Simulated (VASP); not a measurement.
# GaCuSe2 (I-42d) in VASP: further runs

Aim: see how the results for GaCuSe2 move with the level of theory and the settings. Levels: r2SCAN, PBE. Tasks: single point.

All numbers are computed with VASP 6.6.1; they aren't measurements. Logs are shortened: lines on timing, memory, paths and dates and some standing lists are left out, and cuts for length are marked.

## 1. The cell of the first run

Symmetry: I-42d, No. 122, tetragonal system. Conventional cell: a = 5.718 Å, b = 5.718 Å, c = 11.316 Å, α = 90.00°, β = 90.00°, γ = 90.00°. Within 3.3 Å of Ga (site symmetry -4) lie 4 Se at 2.48 Å. Cu (site symmetry -4) has 4 Se at 2.46 Å within 3.2 Å. Se (site symmetry 2) has 2 Cu at 2.46 Å and 2 Ga at 2.48 Å within 3.2 Å.

## 2. Single point, r2SCAN (23.13 Å³/atom)

Input file POSCAR:

```
GaCuSe2
1.0
   -2.8591265819      2.8591265819      5.6581163209
    2.8591265819     -2.8591265819      5.6581163209
    2.8591265819      2.8591265819     -5.6581163209
Ga Cu Se
2 2 4
Direct
    0.5000000000      0.5000000000      0.0000000000
    0.2500000000      0.7500000000      0.5000000000
    0.0000000000      0.0000000000      0.0000000000
    0.7500000000      0.2500000000      0.5000000000
    0.3750000000      0.3713580581      0.4963580581
    0.6286419419      0.1250000000      1.0036419419
    0.8750000000      0.8786419419      0.5036419419
    0.1213580581      0.6250000000     -0.0036419419
```

Input file INCAR.step1:

```
SYSTEM = GaCuSe2
ALGO = Normal
EDIFF = 1E-4
ENCUT = 520
GGA = PE
ISMEAR = 0
LASPH = .TRUE.
LCHARG = .FALSE.
LREAL = .FALSE.
LWAVE = .TRUE.
NBANDS = 46
NELM = 100
PREC = Accurate
SIGMA = 0.01
```

Input file INCAR.step2:

```
SYSTEM = GaCuSe2
ALGO = Normal
EDIFF = 1E-6
ENCUT = 520
ISIF = 2
ISMEAR = 0
ISTART = 1
LASPH = .TRUE.
LCHARG = .FALSE.
LMIXTAU = .TRUE.
LREAL = .FALSE.
LWAVE = .FALSE.
METAGGA = R2SCAN
NBANDS = 46
NELM = 100
PREC = Accurate
SIGMA = 0.01
```

Input file KPOINTS:

```
k-points
0
G
  6 6 6
  0 0 0
```

Potentials or basis: VASP PAW PBE potentials, release 64 (Ga_d, Cu, Se).

Command:

```
$ cat potpaw_PBE.64/Ga_d/POTCAR potpaw_PBE.64/Cu/POTCAR potpaw_PBE.64/Se/POTCAR > POTCAR
$ cp INCAR.step1 INCAR
$ mpirun -np 1 vasp_std > vasp.out
$ cp INCAR.step2 INCAR
$ mpirun -np 1 vasp_std > vasp.out
```

OUTCAR:

```text
SYSTEM = GaCuSe2
   EDIFF = 1E-6
   ENCUT = 520
   ISIF = 2
   ISMEAR = 0
   ISTART = 1
   LASPH = .TRUE.
   LREAL = .FALSE.
   METAGGA = R2SCAN
   NELM = 100
   PREC = Accurate

 ion  position               nearest neighbor table
   1  0.500  0.500  0.000-   6 2.48   8 2.48   5 2.48   7 2.48
   2  0.250  0.750  0.500-   5 2.48   7 2.48   8 2.48   6 2.48
   3  0.000  0.000  0.000-   5 2.46   6 2.46   7 2.46   8 2.46
   4  0.750  0.250  0.500-   8 2.46   6 2.46   7 2.46   5 2.46
   5  0.375  0.371  0.496-   3 2.46   4 2.46   1 2.48   2 2.48
   6  0.629  0.125  0.004-   3 2.46   4 2.46   1 2.48   2 2.48
   7  0.875  0.879  0.504-   3 2.46   4 2.46   2 2.48   1 2.48
   8  0.121  0.625  0.996-   4 2.46   3 2.46   2 2.48   1 2.48

  LATTYP: Found a body centered tetragonal cell.
 ALAT       =     5.7182531638
 C/A-ratio  =     1.9789667085

  Lattice vectors:

 A1 = (  -2.8591265819,   2.8591265819,   5.6581163209)
 A2 = (   2.8591265819,  -2.8591265819,   5.6581163209)
 A3 = (   2.8591265819,   2.8591265819,  -5.6581163209)

Analysis of symmetry for initial positions (statically):
=====================================================================
 Subroutine PRICEL returns:
 Original cell was already a primitive cell.

 Routine SETGRP: Setting up the symmetry group for a
 body centered tetragonal supercell.

 Subroutine GETGRP returns: Found  8 space group operations
 (whereof  4 operations were pure point group operations)
 out of a pool of 16 trial point group operations.

The static configuration has the point symmetry S_4 .
 The point group associated with its full space group is D_2d.

Analysis of symmetry for dynamics (positions and initial velocities):
=====================================================================
 Subroutine PRICEL returns:
 Original cell was already a primitive cell.

 Routine SETGRP: Setting up the symmetry group for a
 body centered tetragonal supercell.

 Subroutine GETGRP returns: Found  8 space group operations
 (whereof  4 operations were pure point group operations)
 out of a pool of 16 trial point group operations.

The dynamic configuration has the point symmetry S_4 .
 The point group associated with its full space group is D_2d.

 Subroutine INISYM returns: Found  8 space group operations
 (whereof  4 operations are pure point group operations),
 and found     1 'primitive' translations

----------------------------------------------------------------------------------------

                                     Primitive cell

  volume of cell :     185.0115

  direct lattice vectors                    reciprocal lattice vectors
    -2.859126582  2.859126582  5.658116321     0.000000000  0.174878581  0.088368632
     2.859126582 -2.859126582  5.658116321     0.174878581  0.000000000  0.088368632
     2.859126582  2.859126582 -5.658116321     0.174878581  0.174878581  0.000000000

  length of vectors
     6.954386380  6.954386380  6.954386380     0.195937575  0.195937575  0.247315661

  position of ions in fractional coordinates (direct lattice)
     0.500000000  0.500000000  0.000000000
     0.250000000  0.750000000  0.500000000
     0.000000000  0.000000000  0.000000000
     0.750000000  0.250000000  0.500000000
     0.375000000  0.371358058  0.496358058
     0.628641942  0.125000000  0.003641942
     0.875000000  0.878641942  0.503641942
     0.121358058  0.625000000  0.996358058

  ion indices of the primitive-cell ions
   primitive index   ion index
                 1           1
                 2           2
                 3           3
                 4           4
                 5           5
                 6           6
                 7           7
                 8           8

----------------------------------------------------------------------------------------

 KPOINTS: k-points

Automatic generation of k-mesh.
 Grid dimensions read from file:
 generate k-points for:    6    6    6

 Generating k-lattice:

  Cartesian coordinates                     Fractional coordinates (reciprocal lattice)
     0.000000000  0.029146430  0.014728105     0.166666667  0.000000000 -0.000000000
     0.029146430  0.000000000  0.014728105     0.000000000  0.166666667 -0.000000000
     0.029146430  0.029146430  0.000000000     0.000000000  0.000000000  0.166666667

  Length of vectors
     0.032656263  0.032656263  0.041219277

  Shift w.r.t. Gamma in fractional coordinates (k-lattice)
     0.000000000  0.000000000  0.000000000

 Subroutine IBZKPT returns following result:
 ===========================================

 Found     30 irreducible k-points:

 Following reciprocal coordinates:
            Coordinates               Weight
  0.000000  0.000000  0.000000      1.000000
  0.166667 -0.000000  0.000000      8.000000
  0.333333 -0.000000  0.000000      8.000000
  0.500000 -0.000000  0.000000      4.000000
  0.166667  0.166667  0.000000      8.000000
  0.333333  0.166667  0.000000     16.000000
[... 16 lines left out ...]
 -0.333333 -0.333333  0.166667      8.000000
 -0.166667 -0.333333  0.166667      8.000000
 [... further k-points ...]
   k-points           NKPTS =     30   k-points in BZ     NKDIM =     30   number of bands    NBANDS=     46
   number of dos      NEDOS =    301   number of ions     NIONS =      8
   total plane-waves  NPLWV = 157464
   dimension x,y,z NGX =    54 NGY =   54 NGZ =   54
   dimension x,y,z NGXF=   108 NGYF=  108 NGZF=  108
   ions per type =               2   2   4
   NGX,Y,Z   is equivalent  to a cutoff of  12.91, 12.91, 12.91 a.u.
   NGXF,Y,Z  is equivalent  to a cutoff of  25.82, 25.82, 25.82 a.u.
 SYSTEM =  GaCuSe2
   PREC   = accura    normal or accurate (medium, high low for compatibility)
   ISTART =      1    job   : 0-new  1-cont  2-samecut
   ICHARG =      0    charge: 1-file 2-atom 10-const
   ISPIN  =      1    spin polarized calculation?
   LNONCOLLINEAR =      F non collinear calculations
   LSORBIT =      F    spin-orbit coupling
   LASPH  =      T    aspherical Exc in radial PAW
   ENCUT  =  520.0 eV  38.22 Ry    6.18 a.u.  12.93 12.93 12.93*2*pi/ulx,y,z
   NELM   =    100;   NELMIN=  2; NELMDL=  0     # of ELM steps
   EDIFF  = 0.1E-05   stopping-criterion for ELM
   LREAL  =      F    real-space projection
   EDIFFG = 0.1E-04   stopping-criterion for IOM
   NSW    =      0    number of steps for IOM
   IBRION =     -1    ionic relax: 0-MD 1-quasi-New 2-CG
   NFREE  =      0    steps in history (QN), initial steepest desc. (CG)
   ISIF   =      2    stress and relaxation
   ISYM   =      2    0-nonsym 1-usesym 2-fastsym
   POTIM  = 0.5000    time-step for ionic-motion
   TEBEG  =    0.0;   TEEND  =   0.0 temperature during run
   PSTRESS=    0.0 pullay stress
   NELECT =      72.0000    total number of electrons
   NUPDOWN=      -1.0000    fix difference up-down
   EMIN   =  10.00;   EMAX   =-10.00  energy-range for DOS
   EFERMI =   0.00;   METHOD = LEGACY
   ISMEAR =     0;   SIGMA  =   0.01  broadening in eV -4-tet -1-fermi 0-gaus
   EFERMI_NEDOS =   21; number of points for ismear=-14 and -15
   IALGO  =     38    algorithm
   IMIX   =      4    mixing-type and parameters
     AMIX     =   0.40;   BMIX     =  1.00
     AMIX_MAG =   1.60;   BMIX_MAG =  1.00
  volume/ion in A,a.u.               =      23.13       156.06
  Fermi-wavevector in a.u.,A,eV,Ry     =   1.195234  2.258664 19.437056  1.428583
  Thomas-Fermi vector in A             =   2.331204
   LORBIT       =      0    0 simple, 1 ext, 2 COOP (PROOUT), +10 PAW based schemes
   METAGGA = R2SCAN    functional components
   LHFCALC =     F    Hartree Fock is set to
   AEXX    =    0.0000 exact exchange contribution
   IVDW    =     0    specifies the selected vdW correction
   LEPSILON=     F    determine dielectric tensor
   LRPA    =     F    only Hartree local field effects (RPA)
 non-spin polarized calculation
 Gauss-broadening in eV      SIGMA  =   0.01
  energy-cutoff  :      520.00
  volume of cell :      185.01
 maximum number of plane-waves:      5018
 NGX is ok and might be reduce to    54
   NGX = 25   NGY = 25   NGZ = 25

 number of electron      71.9999984 magnetization

 Free energy of the ion-electron system (eV)
  ---------------------------------------------------
  ext. energy  EPLUGINS =         0.00000000
  ---------------------------------------------------
  free energy    TOTEN  =      -106.28492300 eV

  energy without entropy =     -106.28492300  energy(sigma->0) =     -106.28492300

 E-fermi :   3.3159     XC(G=0):  -9.9567

 val. band max:        3.2748834038   @ k =   0.0000   0.0000   0.0000
 cond. band min:       3.5677259680   @ k =   0.0000   0.0000   0.0000
 fundamental gap:      0.2928425642
 Fermi energy:         3.3158788908

 k-point     1 :       0.0000    0.0000    0.0000
  band No.  band energies     occupation
      1     -12.7444      2.00000
      2     -12.7428      2.00000
      3     -12.7428      2.00000
      4     -12.6161      2.00000
      5     -12.6024      2.00000
      6     -12.6024      2.00000
[... 38 lines left out ...]
     45       8.3254      0.00000
     46       8.5617      0.00000

 k-point     2 :       0.1667   -0.0000    0.0000
  band No.  band energies     occupation
      1     -12.7471      2.00000
      2     -12.7440      2.00000
      3     -12.7388      2.00000
      4     -12.6211      2.00000
      5     -12.6085      2.00000
      6     -12.6015      2.00000
[... 38 lines left out ...]
     45       8.4989      0.00000
     46       8.8961      0.00000

 k-point     3 :       0.3333   -0.0000    0.0000
  band No.  band energies     occupation
      1     -12.7526      2.00000
      2     -12.7467      2.00000
      3     -12.7281      2.00000
      4     -12.6390      2.00000
      5     -12.6123      2.00000
      6     -12.5999      2.00000
[... 1018 lines left out ...]
     45       9.1140      0.00000
     46       9.1725      0.00000

 k-point    24 :      -0.1667   -0.3333    0.1667
  band No.  band energies     occupation
      1     -12.7477      2.00000
      2     -12.7456      2.00000
      3     -12.7290      2.00000
      4     -12.6459      2.00000
      5     -12.6029      2.00000
      6     -12.5990      2.00000
[... 38 lines left out ...]
     45       8.6468      0.00000
     46       8.9557      0.00000

 [... further k-points ...]

------------------------ aborting loop because EDIFF is reached ----------------------------------------

  FORCE on cell =-STRESS in cart. coord.  units (eV):
  Direction    XX          YY          ZZ          XY          YZ          ZX
  --------------------------------------------------------------------------------------
  -------------------------------------------------------------------------------------
  Total       -4.0737367     -4.0737367     -4.0448994      0.0000000     -0.0000000      0.0000000
  in kB      -35.2780772    -35.2780772    -35.0283496      0.0000000     -0.0000000      0.0000000
  external PRESSURE =     -35.1948347 kB  Pullay stress =       0.0000000 kB

 VOLUME and BASIS-vectors are now :
 -----------------------------------------------------------------------------
  energy-cutoff  :      520.00
  volume of cell :      185.01
      direct lattice vectors                 reciprocal lattice vectors
    -2.859126582  2.859126582  5.658116321     0.000000000  0.174878581  0.088368632
     2.859126582 -2.859126582  5.658116321     0.174878581  0.000000000  0.088368632
     2.859126582  2.859126582 -5.658116321     0.174878581  0.174878581  0.000000000

 POSITION                                       TOTAL-FORCE (eV/Angst)
 -----------------------------------------------------------------------------------
      0.00000      0.00000      5.65812         0.000000     -0.000000      0.000000
      2.85913      0.00000      2.82906        -0.000000      0.000000      0.000000
      0.00000      0.00000      0.00000         0.000000     -0.000000      0.000000
      0.00000      2.85913      2.82906         0.000000     -0.000000      0.000000
      1.40874      1.42956      1.41453         0.082671     -0.000000     -0.000000
     -1.42956      1.45039      4.24359         0.000000     -0.082671      0.000000
      1.45039      1.42956      7.07265        -0.082671      0.000000      0.000000
      4.28869      1.40874     -1.41453        -0.000000      0.082671     -0.000000
 -----------------------------------------------------------------------------------
    total drift:                               -0.000074     -0.000074     -0.000365

  FREE ENERGIE OF THE ION-ELECTRON SYSTEM (eV)
  ---------------------------------------------------
  free  energy   TOTEN  =      -106.2849229966 eV

  energy  without entropy=     -106.2849229966  energy(sigma->0) =     -106.28492300
```

Run time: 26 min. Hardware: 1 thread of Intel Xeon Platinum 8259CL at 2.50GHz (Skylake/Cascade Lake), shared host; peak memory 0.57 GiB.

What came out:

- Free energy: -106.2849 eV
- Pressure: -3.5 GPa
- Largest force: 0.083 eV/Å
- Band gap on the k mesh: 0.29 eV

Forces in eV/Å, atoms in the order of the input:
```
Ga   0.000  0.000  0.000
Ga   0.000  0.000  0.000
Cu   0.000  0.000  0.000
Cu   0.000  0.000  0.000
Se   0.083  0.000  0.000
Se   0.000 -0.083  0.000
Se  -0.083  0.000  0.000
Se   0.000  0.083  0.000
```

Levels at points of the mesh, in eV from the valence-band top:
| k point | band 33 | band 34 | band 35 | band 36 | band 37 | band 38 | band 39 | band 40 |
| --- | --- | --- | --- | --- | --- | --- | --- | --- |
| (0.00, 0.00, 0.00) | -1.37 | -0.11 | -0.11 | 0.00 | 0.29 | 2.25 | 2.34 | 4.20 |
| (0.50, 0.00, 0.00) | -1.21 | -1.06 | -0.99 | -0.48 | 2.14 | 2.57 | 3.45 | 4.31 |
| (0.50, 0.50, 0.00) | -0.75 | -0.75 | -0.44 | -0.44 | 1.23 | 1.23 | 3.62 | 3.62 |
| (0.50, 0.50, 0.50) | -1.09 | -1.09 | -0.80 | -0.80 | 1.89 | 1.89 | 2.25 | 2.25 |

Caveat: the cell stands under tension; the PAW data sets were made with another functional, which shifts forces and pressure a little.

[end of part 1 of 2]
